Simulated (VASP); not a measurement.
# MgInAu4 (F-43m) in VASP: single point with LDA

Aim: the single point of MgInAu4 with LDA.

Program: VASP 6.6.1. These are calculated values, not measurements. Logs are shortened: lines on timing, memory, paths and dates and some standing lists are left out, and cuts for length are marked.

### Step 1. The cell of the first run

Symmetry: F-43m, No. 216, cubic system. The conventional cell has a = 7.642 Å, b = 7.642 Å, c = 7.642 Å, α = 90.00°, β = 90.00°, γ = 90.00°. Within 3.6 Å of Au (site symmetry 3m) lie 6 Au at 2.70 Å and 3 In at 3.17 Å and 3 Mg at 3.17 Å. Mg (site symmetry -43m) has 12 Au at 3.17 Å and 4 In at 3.31 Å within 4.2 Å. Within 4.2 Å of In (site symmetry -43m) lie 12 Au at 3.17 Å and 4 Mg at 3.31 Å.

### Step 2. Single point, LDA

Input file INCAR:

```
SYSTEM = MgInAu4
PREC = Accurate
ENCUT = 520
EDIFF = 1E-6
ISMEAR = 1
SIGMA = 0.0811
LREAL = .False.
LASPH = .True.
NELM = 80
ALGO = Normal
ISIF = 2
LWAVE = .False.
LCHARG = .True.
GGA = CA
LELF = .True.
LVHAR = .True.
NBANDS = 38
```

Input file KPOINTS:

```
regular mesh
0
Gamma
  6 6 6
  0 0 0
```

Input file POSCAR:

```
MgInAu4
1.0
    0.0000000000      3.8209400000      3.8209400000
    3.8209400000      0.0000000000      3.8209400000
    3.8209400000      3.8209400000      0.0000000000
Au Mg In
4 1 1
Direct
    0.6250000000      0.6250000000      0.6250000000
    0.1250000000      0.6250000000      0.6250000000
    0.6250000000      0.6250000000      0.1250000000
    0.6250000000      0.1250000000      0.6250000000
    0.0000000000      0.0000000000      0.0000000000
    0.2500000000      0.2500000000      0.2500000000
```

Potentials or basis: VASP PAW LDA potentials, release 64 (Au, Mg, In_d).

Started as:

```
cat potpaw_LDA.64/Au/POTCAR potpaw_LDA.64/Mg/POTCAR potpaw_LDA.64/In_d/POTCAR > POTCAR
mpirun -np 1 vasp_std > vasp.out
```

OUTCAR:

```text
SYSTEM = MgInAu4
   PREC = Accurate
   ENCUT = 520
   EDIFF = 1E-6
   ISMEAR = 1
   LREAL = .False.
   LASPH = .True.
   NELM = 80
   ISIF = 2
   GGA = CA

 ion  position               nearest neighbor table
   1  0.625  0.625  0.625-   2 2.70   3 2.70   4 2.70   3 2.70   4 2.70   2 2.70   6 3.17   5 3.17
                             6 3.17   5 3.17   6 3.17   5 3.17
   2  0.125  0.625  0.625-   1 2.70   3 2.70   4 2.70   1 2.70   3 2.70   4 2.70   5 3.17   6 3.17
                             6 3.17   5 3.17   5 3.17   6 3.17
   3  0.625  0.625  0.125-   1 2.70   1 2.70   2 2.70   4 2.70   4 2.70   2 2.70   6 3.17   5 3.17
                             6 3.17   5 3.17   6 3.17   5 3.17
   4  0.625  0.125  0.625-   1 2.70   3 2.70   1 2.70   2 2.70   3 2.70   2 2.70   5 3.17   6 3.17
                             6 3.17   5 3.17   6 3.17   5 3.17
   5  0.000  0.000  0.000-   1 3.17   3 3.17   1 3.17   3 3.17   2 3.17   4 3.17   2 3.17   4 3.17
                             4 3.17   1 3.17   3 3.17   2 3.17   6 3.31   6 3.31   6 3.31   6 3.31
   6  0.250  0.250  0.250-   2 3.17   4 3.17   2 3.17   4 3.17   1 3.17   3 3.17   1 3.17   3 3.17
                             1 3.17   3 3.17   2 3.17   4 3.17   5 3.31   5 3.31   5 3.31   5 3.31

  LATTYP: Found a face centered cubic cell.
 ALAT       =     7.6418800000

  Lattice vectors:

 A1 = (   0.0000000000,   3.8209400000,   3.8209400000)
 A2 = (   3.8209400000,   0.0000000000,   3.8209400000)
 A3 = (   3.8209400000,   3.8209400000,   0.0000000000)

Analysis of symmetry for initial positions (statically):
=====================================================================
 Subroutine PRICEL returns:
 Original cell was already a primitive cell.

 Routine SETGRP: Setting up the symmetry group for a
 face centered cubic supercell.

 Subroutine GETGRP returns: Found 24 space group operations
 (whereof 24 operations were pure point group operations)
 out of a pool of 48 trial point group operations.

The static configuration has the point symmetry T_d .

Analysis of symmetry for dynamics (positions and initial velocities):
=====================================================================
 Subroutine PRICEL returns:
 Original cell was already a primitive cell.

 Routine SETGRP: Setting up the symmetry group for a
 face centered cubic supercell.

 Subroutine GETGRP returns: Found 24 space group operations
 (whereof 24 operations were pure point group operations)
 out of a pool of 48 trial point group operations.

The dynamic configuration has the point symmetry T_d .

 Subroutine INISYM returns: Found 24 space group operations
 (whereof 24 operations are pure point group operations),
 and found     1 'primitive' translations
[... 99 lines left out ...]
   NFREE  =      0    steps in history (QN), initial steepest desc. (CG)
   ISIF   =      2    stress and relaxation
   ISYM   =      2    0-nonsym 1-usesym 2-fastsym
   POTIM  = 0.5000    time-step for ionic-motion
   TEBEG  =    0.0;   TEEND  =   0.0 temperature during run
   PSTRESS=    0.0 pullay stress
   NELECT =      59.0000    total number of electrons
   NUPDOWN=      -1.0000    fix difference up-down
   EMIN   =  10.00;   EMAX   =-10.00  energy-range for DOS
   EFERMI =   0.00;   METHOD = LEGACY
   ISMEAR =     1;   SIGMA  =   0.08  broadening in eV -4-tet -1-fermi 0-gaus
   EFERMI_NEDOS =   21; number of points for ismear=-14 and -15
   IALGO  =     38    algorithm
   IMIX   =      4    mixing-type and parameters
     AMIX     =   0.40;   BMIX     =  1.00
     AMIX_MAG =   1.60;   BMIX_MAG =  1.00
  volume/ion in A,a.u.               =      18.59       125.48
  Fermi-wavevector in a.u.,A,eV,Ry     =   1.323870  2.501751 23.845997  1.752631
  Thomas-Fermi vector in A             =   2.453446
   LORBIT       =      0    0 simple, 1 ext, 2 COOP (PROOUT), +10 PAW based schemes
   GGA     = CA    functional components
   LHFCALC =     F    Hartree Fock is set to
   AEXX    =    0.0000 exact exchange contribution
   IVDW    =     0    specifies the selected vdW correction
   LEPSILON=     F    determine dielectric tensor
   LRPA    =     F    only Hartree local field effects (RPA)
 non-spin polarized calculation
 Methfessel and Paxton  Order N= 1 SIGMA  =   0.08
  energy-cutoff  :      520.00
  volume of cell :      111.57
 maximum number of plane-waves:      3024
   NGX = 21   NGY = 21   NGZ = 21

 number of electron      58.9999997 magnetization

 Free energy of the ion-electron system (eV)
  ---------------------------------------------------
  ext. energy  EPLUGINS =         0.00000000
  ---------------------------------------------------
  free energy    TOTEN  =       -24.17135645 eV

  energy without entropy =      -24.17124649  energy(sigma->0) =      -24.17131980

 E-fermi :   8.1717     XC(G=0): -11.8513

 val. band max:        8.1563748810   @ k =   0.1667   0.0000   0.0000
 cond. band min:       8.2131946781   @ k =   0.3333   0.0000   0.0000
 fundamental gap:      0.0568197971
 Fermi energy:         8.1716944252

 k-point     1 :       0.0000    0.0000    0.0000
  band No.  band energies     occupation
      1      -6.3389      2.00000
      2      -6.3389      2.00000
      3      -6.3389      2.00000
      4      -6.3301      2.00000
      5      -6.3301      2.00000
      6      -1.9065      2.00000
[... 645 lines left out ...]
     37      15.2870      0.00000
     38      15.3295      0.00000

------------------------ aborting loop because EDIFF is reached ----------------------------------------

  FORCE on cell =-STRESS in cart. coord.  units (eV):
  Direction    XX          YY          ZZ          XY          YZ          ZX
  --------------------------------------------------------------------------------------
  -------------------------------------------------------------------------------------
  Total        0.6594359      0.6594359      0.6594359     -0.0000000      0.0000000     -0.0000000
  in kB        9.4698368      9.4698368      9.4698368     -0.0000000      0.0000000     -0.0000000
  external PRESSURE =       9.4698368 kB  Pullay stress =       0.0000000 kB

 VOLUME and BASIS-vectors are now :
 -----------------------------------------------------------------------------
  energy-cutoff  :      520.00
  volume of cell :      111.57
      direct lattice vectors                 reciprocal lattice vectors
     0.000000000  3.820940000  3.820940000    -0.130857852  0.130857852  0.130857852
     3.820940000  0.000000000  3.820940000     0.130857852 -0.130857852  0.130857852
     3.820940000  3.820940000  0.000000000     0.130857852  0.130857852 -0.130857852

 POSITION                                       TOTAL-FORCE (eV/Angst)
 -----------------------------------------------------------------------------------
      4.77617      4.77617      4.77617         0.063418      0.063418      0.063418
      4.77617      2.86570      2.86570         0.063418     -0.063418     -0.063418
      2.86570      2.86570      4.77617        -0.063418     -0.063418      0.063418
      2.86570      4.77617      2.86570        -0.063418      0.063418     -0.063418
      0.00000      0.00000      0.00000        -0.000000     -0.000000      0.000000
      1.91047      1.91047      1.91047        -0.000000     -0.000000      0.000000
 -----------------------------------------------------------------------------------
    total drift:                                0.000000      0.000000     -0.000000

  FREE ENERGIE OF THE ION-ELECTRON SYSTEM (eV)
  ---------------------------------------------------
  free  energy   TOTEN  =       -24.1713564542 eV

  energy  without entropy=      -24.1712464895  energy(sigma->0) =      -24.17131980
```

stdout:

```text
POSCAR found type information on POSCAR AuMgIn
 POSCAR found :  3 types and       6 ions
 scaLAPACK will be used
 LDA part: xc-table for (Slater(with rela. corr.)+CA(PZ))
 , standard interpolation
 POSCAR, INCAR and KPOINTS ok, starting setup
 FFT: planning ... GRIDC
 FFT: planning ... GRID_SOFT
 FFT: planning ... GRID
 WAVECAR not read
 entering main loop
```

Run time: 29 s. Hardware: 1 thread of AMD EPYC 9R45 (Zen 5), shared host; peak memory 0.2 GiB.

What came out:

* Free energy: -24.1714 eV
* Pressure: 0.9 GPa

Levels at points of the mesh, in eV from the Fermi level:
```tsv
k point	band 28	band 29	band 30	band 31	band 32	band 33
(0.00, 0.00, 0.00)	-0.45	-0.45	-0.45	0.66	2.72	2.72
(0.50, 0.00, 0.00)	-1.12	-0.06	-0.06	0.94	2.01	2.01
(0.50, 0.50, 0.00)	-2.14	-0.73	-0.20	-0.20	5.37	5.37
```

Caveat: spin-orbit coupling is left out, which moves the levels of the heavy elements.
